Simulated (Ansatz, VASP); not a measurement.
# BiRh: VASP beside Ansatz

The input INCAR:

```
SYSTEM = BiRh
  PREC = Accurate
  ENCUT = 520
  EDIFF = 1E-8
  ISMEAR = -1
  SIGMA = 0.03
  LREAL = .FALSE.
  LASPH = .TRUE.
  NELM = 100
  ALGO = Normal
  ISIF = 2
  LWAVE = .FALSE.
  LCHARG = .FALSE.
  LEFG = .TRUE.
  NBANDS = 38
```

The input KPOINTS:

```
regular mesh
0
G
  12 12 7
  0 0 0
```

POSCAR

```
BiRh
1.0
    4.0665235209      0.0000000000      0.0000000000
   -2.0332617604      3.5217126742      0.0000000000
    0.0000000000      0.0000000000      5.6249921434
Bi Rh
2 2
Direct
    0.3333333333      0.6666666667      0.2500000000
    0.6666666667      0.3333333333      0.7500000000
    0.0000000000      0.0000000000      0.0000000000
    0.0000000000      0.0000000000      0.5000000000
```

Input for Ansatz:

```yaml
crystal:
  lattice:
    - [4.0665235209, 0.0, 0.0]
    - [-2.0332617604, 3.5217126742, 0.0]
    - [0.0, 0.0, 5.6249921434]
  atoms:
    - { symbol: Bi, position: [0.3333333333, 0.6666666667, 0.25] }
    - { symbol: Bi, position: [0.6666666667, 0.3333333333, 0.75] }
    - { symbol: Rh, position: [0.0, 0.0, 0.0] }
    - { symbol: Rh, position: [0.0, 0.0, 0.5] }
kpoints:
  mp_grid: { grid: [12, 12, 7] }
scf:
  occupations: { method: fermi_dirac, width: 0.03 }
hamiltonian:
  xc: lda
  pseudopotentials: { kind: all_electron, datasets: crystal }
output:
  forces: true
  stress: true
  eigenvalues: true
  efg: { contact_densities: true }
```

Change from the starting cell: volume scaled by 0.98, crystal datasets.

Alike in both runs: task electric field gradients; functional LDA; k mesh 12 × 12 × 7; occupations fermi-dirac, width 0.03 eV; no spin polarisation.

```csv
,VASP,Ansatz
version,VASP 6.6.1,Ansatz 0.2.0
potentials or method,"VASP PAW LDA potentials, release 64 (Bi_d, Rh_pv), cutoff 520 eV","all-electron PAW with datasets made for the crystal, scalar-relativistic"
```

```tsv
	VASP	Ansatz	Ansatz less VASP
pressure (GPa)	0.4	0.0	-0.39
traceless stress, the component that is largest in VASP (GPa)	-0.75	-0.78	-0.027
size of Vzz on the site where it differs most (V/Å²)	43.6	29.6	-14.07
```

LDA's correlation is that of Perdew and Zunger in VASP and of Perdew and Wang (1992) in Ansatz. Ansatz ran all-electron here, and VASP with PAW potentials.

Spin-orbit coupling is off throughout.
